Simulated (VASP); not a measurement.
# CoO (Pm-3m) in VASP: notebook, part 2 of 2

VASP 6.6.1. The steps go on from the part before.

## 4. Relaxation of cell and atoms, PBE+U, collinear spin, ferromagnetic start

This run uses another cell than the first one, of 9.42 Å³/atom.

INCAR

```
PREC     = Accurate       # precision mode
ENCUT    = 700            # plane-wave cutoff, eV
EDIFF    = 1E-7           # SCF threshold, eV
ISMEAR   = 0              # smearing method
SIGMA    = 0.02           # smearing width, eV
LREAL    = F              # projectors in reciprocal space
LASPH    = T              # aspherical terms in the spheres
NELM     = 200            # most SCF steps
ALGO     = Normal         # electronic algorithm
ISIF     = 3              # what is computed and relaxed
LWAVE    = F              # write WAVECAR
LCHARG   = F              # write CHGCAR
ISPIN    = 2              # spin polarisation
MAGMOM   = 3 0            # initial moments
LORBIT   = 11             # projections on sites
LMAXMIX  = 4              # l up to which the mixer works
LDAU     = T              # DFT+U
LDAUTYPE = 2            
LDAUL    = 2 -1           # shell
LDAUU    = 3.32 0         # U, eV
LDAUJ    = 0 0          
LDAUPRINT= 1            
GGA      = PE             # functional
IBRION   = 2              # ionic algorithm
NSW      = 80             # ionic steps
EDIFFG   = -0.01          # ionic threshold
GGA_COMPAT= F            
NELMIN   = 4
```

KPOINTS

```
Automatic mesh
0
Gamma
  10 10 10
```

POSCAR

```
CoO
1.0
    2.6612513074      0.0000000000      0.0000000000
    0.0000000000      2.6612513074      0.0000000000
    0.0000000000      0.0000000000      2.6612513074
Co O
1 1
Direct
    0.0000000000      0.0000000000      0.0000000000
    0.5000000000      0.5000000000      0.5000000000
```

Potentials or basis: VASP PAW PBE potentials, release 64 (Co_sv, O).

Run with:

```console
$ cat potpaw_PBE.64/Co_sv/POTCAR potpaw_PBE.64/O/POTCAR > POTCAR
$ mpirun -np 1 vasp_std > vasp.out
```

OUTCAR:

```text
PREC = Accurate
   ENCUT = 700
   EDIFF = 1E-7
   ISMEAR = 0
   LREAL = F
   LASPH = T
   NELM = 200
   ISIF = 3
   ISPIN = 2
   LORBIT = 11
   GGA = PE
   IBRION = 2
   NSW = 80
   EDIFFG = -0.01
   NELMIN = 4

 ion  position               nearest neighbor table
   1  0.000  0.000  0.000-
   2  0.500  0.500  0.500-

  LATTYP: Found a simple cubic cell.
 ALAT       =     2.6612513074

  Lattice vectors:

 A1 = (   2.6612513074,   0.0000000000,   0.0000000000)
 A2 = (   0.0000000000,   2.6612513074,   0.0000000000)
 A3 = (   0.0000000000,   0.0000000000,   2.6612513074)

Analysis of symmetry for initial positions (statically):
=====================================================================
 Subroutine PRICEL returns:
 Original cell was already a primitive cell.

 Routine SETGRP: Setting up the symmetry group for a
 simple cubic supercell.
[... 283 lines left out ...]
  o =  0.8944  v =  0.0000  0.0000  0.0000  0.0000  0.0000  0.0000  0.0000  0.0846  0.0000 -0.9964      0.0000  0.0000  0.0000  0.0000  0.0000  0.0000  0.0000  0.0000  0.0000  0.0000
  o =  0.9123  v =  0.0000 -0.0000  0.9762  0.0000 -0.2168  0.0000  0.0000  0.0000  0.0000  0.0000      0.0000  0.0000  0.0000  0.0000  0.0000  0.0000  0.0000  0.0000  0.0000  0.0000
  o =  0.9123  v =  0.0000  0.0000  0.2168  0.0000  0.9762  0.0000  0.0000  0.0000  0.0000  0.0000      0.0000  0.0000  0.0000  0.0000  0.0000  0.0000  0.0000  0.0000  0.0000  0.0000
  o =  0.9446  v =  1.0000  0.0000  0.0000  0.0000  0.0000  0.0000  0.0000  0.0000  0.0000  0.0000      0.0000  0.0000  0.0000  0.0000  0.0000  0.0000  0.0000  0.0000  0.0000  0.0000
  o =  0.9446  v =  0.0000 -0.6375 -0.0000 -0.7704  0.0000  0.0000  0.0000  0.0000  0.0000  0.0000      0.0000  0.0000  0.0000  0.0000  0.0000  0.0000  0.0000  0.0000  0.0000  0.0000
  o =  0.9446  v =  0.0000  0.7704  0.0000 -0.6375  0.0000  0.0000  0.0000  0.0000  0.0000  0.0000      0.0000  0.0000  0.0000  0.0000  0.0000  0.0000  0.0000  0.0000  0.0000  0.0000

--------------------------------------- Ionic step        3  -------------------------------------------

 number of electron      22.9999953 magnetization       3.0000004

 Free energy of the ion-electron system (eV)
  ---------------------------------------------------
  ext. energy  EPLUGINS =         0.00000000
  ---------------------------------------------------
  free energy    TOTEN  =       -10.97866154 eV

  energy without entropy =      -10.97866154  energy(sigma->0) =      -10.97866154

 E-fermi :   8.7453     XC(G=0): -13.0152

 val. band max:        8.6565003115   @ k =   0.5000   0.0000   0.0000
 cond. band min:       9.6888756614   @ k =   0.0000   0.0000   0.0000
 fundamental gap:      1.0323753499
 Fermi energy:         8.7452996190

 spin component 1

 k-point     1 :       0.0000    0.0000    0.0000
  band No.  band energies     occupation
      1     -88.0697      1.00000
      2     -51.2880      1.00000
      3     -51.2880      1.00000
      4     -51.2880      1.00000
      5     -10.4046      1.00000
      6       4.0207      1.00000
[... 984 lines left out ...]
  FREE ENERGIE OF THE ION-ELECTRON SYSTEM (eV)
  ---------------------------------------------------
  free  energy   TOTEN  =       -10.9786615450 eV

  energy  without entropy=      -10.9786615450  energy(sigma->0) =      -10.97866154

 reached required accuracy - stopping structural energy minimisation

 total charge

# of ion       s       p       d       tot
------------------------------------------
    1        2.142   6.059   6.671  14.872
    2        1.564   3.397   0.000   4.961
--------------------------------------------------
tot          3.706   9.456   6.671  19.833

 magnetization (x)

# of ion       s       p       d       tot
------------------------------------------
    1        0.008   0.009   2.616   2.633
    2        0.021   0.246   0.000   0.267
--------------------------------------------------
tot          0.030   0.255   2.616   2.901
```

OSZICAR:

```text
N       E                     dE             d eps       ncg     rms          rms(c)
DAV:   1     0.259249386982E+03    0.25925E+03   -0.16222E+04  4675   0.385E+03
[... 34 lines left out ...]
DAV:   4    -0.109789683416E+02    0.31269E-03   -0.26527E-03  5152   0.715E-01    0.309E-01
DAV:   5    -0.109787506395E+02    0.21770E-03   -0.42666E-04  5593   0.399E-01    0.195E-01
DAV:   6    -0.109786617746E+02    0.88865E-04   -0.11445E-04  4311   0.299E-01    0.249E-02
DAV:   7    -0.109786606779E+02    0.10967E-05   -0.23607E-05  5611   0.531E-02    0.103E-02
DAV:   8    -0.109786612402E+02   -0.56224E-06   -0.21149E-06  4763   0.349E-02    0.364E-03
DAV:   9    -0.109786615006E+02   -0.26042E-06   -0.23720E-07  3416   0.973E-03    0.118E-03
DAV:  10    -0.109786615450E+02   -0.44420E-07   -0.73659E-08  2045   0.511E-03
   3 F= -.10978662E+02 E0= -.10978662E+02  d E =-.234862E-02  mag=     3.0000
```

CONTCAR:

```text
CoO
   1.00000000000000
     2.6482337273432117   -0.0000000000000000   -0.0000000000000000
    -0.0000000000000000    2.6482337273432117    0.0000000000000000
     0.0000000000000000    0.0000000000000000    2.6482337273432117
  Co              O
     1     1
Direct
     0.0000000000000000    0.0000000000000000    0.0000000000000000
     0.5000000000000000    0.5000000000000000    0.5000000000000000

  0.00000000E+00  0.00000000E+00  0.00000000E+00
  0.00000000E+00  0.00000000E+00  0.00000000E+00
```

Run time: 100 s. Hardware: 1 thread of AMD EPYC 7R13 (Zen 3), shared host; peak memory 0.15 GiB.

Results:

```yaml
Free_energy: -10.9787 eV
Relaxed_volume: 9.29 Å³/atom
Relaxed_cell: a = 2.648 Å, b = 2.648 Å, c = 2.648 Å, α = 90.00°, β = 90.00°, γ = 90.00°
Space_group_after_relaxing_to_0.1_Å: Pm-3m (No. 221)
Energy_gained_by_relaxing: 1.2 meV/atom
Ionic_steps: 3
Pressure_after_relaxing: 0.0 GPa
Band_gap_on_the_k_mesh: 1.03 eV (least direct gap 1.79 eV)
Net_moment: 3.00 μB per cell
Site_moments: Co +2.63; O +0.27 μB
Valence_electrons_inside_the_program's_atomic_spheres: Co 14.87; O 4.96
```

The path:
```tsv
step	energy change (eV)	largest force (eV/Å)	pressure (GPa)	volume (Å³)
1	0.0000	0.0000	-2.71	18.85
2	-0.0016	0.0000	1.62	18.42
3	-0.0023	0.0000	-0.01	18.57
```

Final structure:
```
Co O
1.0
     2.64823    0.00000    0.00000
     0.00000    2.64823    0.00000
     0.00000    0.00000    2.64823
Co O
1 1
Direct
  0.00000 0.00000 0.00000
  0.50000 0.50000 0.50000
```

Eigenvalues of the final occupation matrices:
| site | spin | trace | eigenvalues |
| --- | --- | --- | --- |
| site 1 d | 1 | 4.66 | 0.91 0.91 0.94 0.94 0.94 |
| site 1 d | 2 | 2.04 | 0.08 0.08 0.08 0.89 0.89 |

Caveat: a cell with one magnetic atom can't hold antiferromagnetic order, which such compounds often take. The state reached can hang on the start; a lower one may exist.

## 5. The runs side by side

| task | cell | k mesh | smearing | gap on the mesh (eV) | pressure (GPa) | moment (μB) | relaxed volume (Å³/atom) |
| --- | --- | --- | --- | --- | --- | --- | --- |
| single point | a = 2.812 Å, 2 atoms | 10 × 10 × 10 | gaussian 0.02 eV | none | -22.1 | 3.00 | - |
| relaxation of cell and atoms | relaxed from a = 2.558 Å, 2 atoms | 8 × 8 × 8 | gaussian 0.1 eV | 1.06 | -0.1 | 3.00 | 9.25 |
| relaxation of cell and atoms | relaxed from a = 2.661 Å, 2 atoms | 10 × 10 × 10 | gaussian 0.02 eV | 1.03 | 0.0 | 3.00 | 9.29 |

Alike in all rows: level PBE+U; potentials or basis VASP PAW PBE potentials, release 64 (Co_sv, O); spin collinear, ferromagnetic start; Co d U = 3.32 eV; cutoff (eV) 700.

Caveats: a cell with one magnetic atom can't hold antiferromagnetic order, which such compounds often take; the cell stands under tension (at least some runs).

Total energies depend on the potentials used, so only differences within one code and one set of settings carry meaning.

The gap in the log of VASP goes by the Fermi energy; the results here count the filled bands.